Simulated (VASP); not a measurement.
A run of VASP 6.6.1 is set up as follows.

Contents of INCAR:

```
PREC = Accurate
ENCUT = 560
EDIFF = 1E-6
ISMEAR = -1
SIGMA = 0.1
LREAL = F
LASPH = T
NELM = 120
ALGO = Normal
ISIF = 2
LWAVE = F
LCHARG = T
GGA = PS
LELF = T
LVHAR = T
NELECT = 43.1
ISYM = -1
NBANDS = 30
GGA_COMPAT = F
```

Contents of KPOINTS:

```
explicit points
2
Reciprocal
  0.25000000   0.25000000   0.12500000 1
  0.25000000   0.25000000   0.62500000 1
```

Contents of POSCAR:

```
BPd4
1.0
    2.8920299704      0.0000000000      0.0000000000
    0.0000000000      4.3650077954      0.0000000000
    0.0000000000      0.0000000000      5.8563150000
B Pd
1 4
Direct
    1.0280000000      0.3160000000      1.6782270000
    1.0280000000      0.8160000000      1.6825610000
    0.5280000000      0.8160000000      1.1441640000
    0.5280000000      0.3160000000      1.4344700000
    1.0280000000      0.3160000000      1.0125780000
```

Potentials or basis: VASP PAW PBE potentials, release 64 (B, Pd).

Launch:

```bash
$ cat potpaw_PBE.64/B/POTCAR potpaw_PBE.64/Pd/POTCAR > POTCAR
$ mpirun -np 1 vasp_std > vasp.out
```

(1) Predict the largest force.

Answers

(1) 0.524 eV/Å.

Caveat: the cell carries a net charge on a neutralising background, which shifts energy and pressure; the PAW data sets were made with another functional, which shifts forces and pressure a little.
